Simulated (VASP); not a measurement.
# Cu in VASP: single point with r2SCAN

Aim: the single point of Cu with r2SCAN.

All numbers are computed with VASP 6.6.1; they aren't measurements. Logs are shortened: lines on timing, memory, paths and dates and some standing lists are left out, and cuts for length are marked.

## Step 1: The cell of the first run

The cell holds a slab with vacuum, 5 atoms: a = 2.529 Å, b = 2.529 Å, c = 24.259 Å, α = 90.00°, β = 90.00°, γ = 120.00°.

## Step 2: Single point, r2SCAN

Contents of POSCAR:

```
Cu
1.0
    2.5288149807      0.0000000000      0.0000000000
   -1.2644074903      2.1900180147      0.0000000000
    0.0000000000      0.0000000000     24.2591000000
Cu
5
Direct
    0.8333333333      0.1666666667      0.3310440917
    0.1666666667      0.8333333333      0.4153134944
    0.5000000000      0.5000000000      0.4999999919
    0.8333333333      0.1666666667      0.5846864961
    0.1666666667      0.8333333333      0.6689559258
```

Contents of INCAR.step1:

```
SYSTEM = Cu
ALGO = Normal
DIPOL = 0.5 0.5 0.500
EDIFF = 1E-5
EFIELD = -0.1
ENCUT = 580
GGA = PE
GGA_COMPAT = .FALSE.
IDIPOL = 3
ISMEAR = -1
LASPH = .TRUE.
LCHARG = .FALSE.
LDIPOL = .TRUE.
LREAL = .FALSE.
LWAVE = .TRUE.
NBANDS = 36
NELM = 120
NELMDL = -8
PREC = Accurate
SIGMA = 0.1
```

Contents of INCAR.step2:

```
SYSTEM = Cu
ALGO = Normal
DIPOL = 0.5 0.5 0.500
EDIFF = 1E-6
EFIELD = -0.1
ENCUT = 580
GGA_COMPAT = .FALSE.
IDIPOL = 3
ISIF = 2
ISMEAR = -1
ISTART = 1
LASPH = .TRUE.
LCHARG = .FALSE.
LDIPOL = .TRUE.
LMIXTAU = .TRUE.
LREAL = .FALSE.
LWAVE = .FALSE.
METAGGA = R2SCAN
NBANDS = 36
NELM = 120
PREC = Accurate
SIGMA = 0.1
```

Contents of KPOINTS:

```
k-points
0
G
  16 16 1
  0 0 0
```

Potentials or basis: VASP PAW PBE potentials, release 64 (Cu).

On the command line:

```console
$ cat potpaw_PBE.64/Cu/POTCAR > POTCAR
$ cp INCAR.step1 INCAR
$ mpirun -np 1 vasp_std > vasp.out
$ cp INCAR.step2 INCAR
$ mpirun -np 1 vasp_std > vasp.out
```

OUTCAR:

```text
SYSTEM = Cu
   EDIFF = 1E-6
   ENCUT = 580
   ISIF = 2
   ISMEAR = -1
   ISTART = 1
   LASPH = .TRUE.
   LREAL = .FALSE.
   METAGGA = R2SCAN
   NELM = 120
   PREC = Accurate

 ion  position               nearest neighbor table
   1  0.833  0.167  0.331-   2 2.51   2 2.51   2 2.51
   2  0.167  0.833  0.415-   1 2.51   1 2.51   1 2.51   3 2.52   3 2.52   3 2.52
   3  0.500  0.500  0.500-   2 2.52   2 2.52   2 2.52   4 2.52   4 2.52   4 2.52
   4  0.833  0.167  0.585-   5 2.51   5 2.51   5 2.51   3 2.52   3 2.52   3 2.52
   5  0.167  0.833  0.669-   4 2.51   4 2.51   4 2.51

  LATTYP: Found a hexagonal cell.
 ALAT       =     2.5288149807
 C/A-ratio  =     9.5930703453

  Lattice vectors:

 A1 = (   2.5288149807,   0.0000000000,   0.0000000000)
 A2 = (  -1.2644074903,   2.1900180147,   0.0000000000)
 A3 = (   0.0000000000,   0.0000000000,  24.2591000000)

Analysis of symmetry for initial positions (statically):
=====================================================================
 Subroutine PRICEL returns:
 Original cell was already a primitive cell.

 Routine SETGRP: Setting up the symmetry group for a
 hexagonal supercell.

 Subroutine GETGRP returns: Found 12 space group operations
 (whereof  4 operations were pure point group operations)
 out of a pool of 24 trial point group operations.

The static configuration has the point symmetry C_2h.
 The point group associated with its full space group is D_3d.

Analysis of symmetry for dynamics (positions and initial velocities):
=====================================================================
 An external electric field (EFIELD) may reduce the allowed symmetry operations
 Subroutine PRICEL returns:
 Original cell was already a primitive cell.

 Routine SETGRP: Setting up the symmetry group for a
 hexagonal supercell.

 Subroutine GETGRP returns: Found  6 space group operations
 (whereof  2 operations were pure point group operations)
 out of a pool of 24 trial point group operations.

The dynamic configuration has the point symmetry C_1h.
 The point group associated with its full space group is C_3v.

 Subroutine INISYM returns: Found  6 space group operations
 (whereof  2 operations are pure point group operations),
 and found     1 'primitive' translations

----------------------------------------------------------------------------------------

                                     Primitive cell

  volume of cell :     134.3505

[... 103 lines left out ...]
   TEBEG  =    0.0;   TEEND  =   0.0 temperature during run
   PSTRESS=    0.0 pullay stress
   NELECT =      55.0000    total number of electrons
   NUPDOWN=      -1.0000    fix difference up-down
   EMIN   =  10.00;   EMAX   =-10.00  energy-range for DOS
   EFERMI =   0.00;   METHOD = LEGACY
   ISMEAR =    -1;   SIGMA  =   0.10  broadening in eV -4-tet -1-fermi 0-gaus
   EFERMI_NEDOS =   21; number of points for ismear=-14 and -15
   IALGO  =     38    algorithm
   IMIX   =      4    mixing-type and parameters
     AMIX     =   0.40;   BMIX     =  1.00
     AMIX_MAG =   1.60;   BMIX_MAG =  1.00
  volume/ion in A,a.u.               =      26.87       181.33
  Fermi-wavevector in a.u.,A,eV,Ry     =   1.215577  2.297108 20.104352  1.477628
  Thomas-Fermi vector in A             =   2.350960
   LORBIT       =      0    0 simple, 1 ext, 2 COOP (PROOUT), +10 PAW based schemes
   METAGGA = R2SCAN    functional components
   LHFCALC =     F    Hartree Fock is set to
   AEXX    =    0.0000 exact exchange contribution
   IVDW    =     0    specifies the selected vdW correction
   LEPSILON=     F    determine dielectric tensor
   LRPA    =     F    only Hartree local field effects (RPA)
 non-spin polarized calculation
  energy-cutoff  :      580.00
  volume of cell :      134.35
 maximum number of plane-waves:      4327
 NGX is ok and might be reduce to    20
   NGX =  9   NGY =  9   NGZ = 95

 dipolmoment           0.000000      0.000000      0.003868 electrons x Angstroem

 number of electron      54.9999979 magnetization

 dipolmoment           0.000000      0.000000     -0.034982 electrons x Angstroem

 Free energy of the ion-electron system (eV)
  ---------------------------------------------------
  ext. energy  EPLUGINS =         0.00000000
  ---------------------------------------------------
  free energy    TOTEN  =       -53.08868971 eV

  energy without entropy =      -53.03199219  energy(sigma->0) =      -53.06034095

 E-fermi :   0.5722     XC(G=0):  -6.6044

 val. band max:        0.5182092484   @ k =   0.2500   0.1875   0.0000
 cond. band min:       0.6142259076   @ k =   0.0625  -0.0000   0.0000
 fundamental gap:      0.0960166593
 Fermi energy:         0.5722154857

 k-point     1 :       0.0000    0.0000    0.0000
  band No.  band energies     occupation
      1      -9.0496      2.00000
      2      -8.1143      2.00000
      3      -6.7005      2.00000
      4      -5.3803      2.00000
      5      -4.8864      2.00000
      6      -2.7834      2.00000
[... 925 lines left out ...]
     35       9.9198      0.00000
     36      10.2620      0.00000

 [... further k-points ...]

------------------------ aborting loop because EDIFF is reached ----------------------------------------

 vacuum level on the upper side and lower side of the slab       (xc-potential included)         0.568        -0.686

  FORCE on cell =-STRESS in cart. coord.  units (eV):
  Direction    XX          YY          ZZ          XY          YZ          ZX
  --------------------------------------------------------------------------------------
  -------------------------------------------------------------------------------------
  Total       -0.9050448     -0.9050448      0.1922643     -0.0000000      0.0000000      0.0000000
  in kB      -10.7929768    -10.7929768      2.2928191     -0.0000000      0.0000000      0.0000000
  external PRESSURE =      -6.4310448 kB  Pullay stress =       0.0000000 kB

 VOLUME and BASIS-vectors are now :
 -----------------------------------------------------------------------------
  energy-cutoff  :      580.00
  volume of cell :      134.35
      direct lattice vectors                 reciprocal lattice vectors
     2.528814981  0.000000000  0.000000000     0.395442137  0.228308624  0.000000000
    -1.264407490  2.190018015  0.000000000     0.000000000  0.456617248  0.000000000
     0.000000000  0.000000000 24.259100000     0.000000000  0.000000000  0.041221645

 POSITION                                       TOTAL-FORCE (eV/Angst)
 -----------------------------------------------------------------------------------
      1.89661      0.36500      8.03083        -0.000000      0.000000     -0.032708
     -0.63220      1.82502     10.07513        -0.000000      0.000000      0.004921
      0.63220      1.09501     12.12955         0.000000      0.000000      0.000500
      1.89661      0.36500     14.18397         0.000000      0.000000     -0.002116
     -0.63220      1.82502     16.22827        -0.000000     -0.000000      0.029403
 -----------------------------------------------------------------------------------
    total drift:                                0.000000     -0.000000      0.000284

  FREE ENERGIE OF THE ION-ELECTRON SYSTEM (eV)
  ---------------------------------------------------
  free  energy   TOTEN  =       -53.0886897092 eV

  energy  without entropy=      -53.0319921873  energy(sigma->0) =      -53.06034095

 vacuum level on the upper side and lower side of the slab         5.978         4.745
```

OSZICAR.step1:

```text
N       E                     dE             d eps       ncg     rms          rms(c)
DAV:   1     0.485372006730E+03    0.48537E+03   -0.25735E+04  2160   0.223E+03
DAV:   2     0.277802441205E+02   -0.45759E+03   -0.44233E+03  2160   0.407E+02
DAV:   3    -0.204890216256E+02   -0.48269E+02   -0.45962E+02  2276   0.187E+02
[... 22 lines left out ...]
DAV:  26    -0.177128416948E+02   -0.10864E-04   -0.29321E-05  1876   0.122E-01    0.750E-03
DAV:  27    -0.177129054010E+02   -0.63706E-04   -0.21145E-05  1580   0.150E-01    0.705E-03
DAV:  28    -0.177129205256E+02   -0.15125E-04   -0.60893E-06  1592   0.978E-02    0.159E-03
DAV:  29    -0.177129437088E+02   -0.23183E-04   -0.51553E-06  1516   0.518E-02    0.434E-03
DAV:  30    -0.177129520768E+02   -0.83680E-05   -0.28431E-06  1540   0.343E-02
   1 F= -.17712952E+02 E0= -.17683403E+02  d E =-.590984E-01
```

Run time: 27 min. Hardware: 1 thread of Oxide Virtual Turin-like, shared host; peak memory 0.33 GiB.

What came out:

```yaml
Free_energy: -53.0887 eV
Largest_force: 0.033 eV/Å
Band_gap_on_the_k_mesh: zero (an odd number of electrons rules out a gap without spin polarisation)
```

Forces on the atoms (eV/Å):
```
Cu   0.000  0.000 -0.033
Cu   0.000  0.000  0.005
Cu   0.000  0.000  0.001
Cu   0.000  0.000 -0.002
Cu   0.000  0.000  0.029
```

Caveat: the PAW data sets were made with another functional, which shifts forces and pressure a little.

The gap in the log of VASP goes by the Fermi energy; the results here count the filled bands.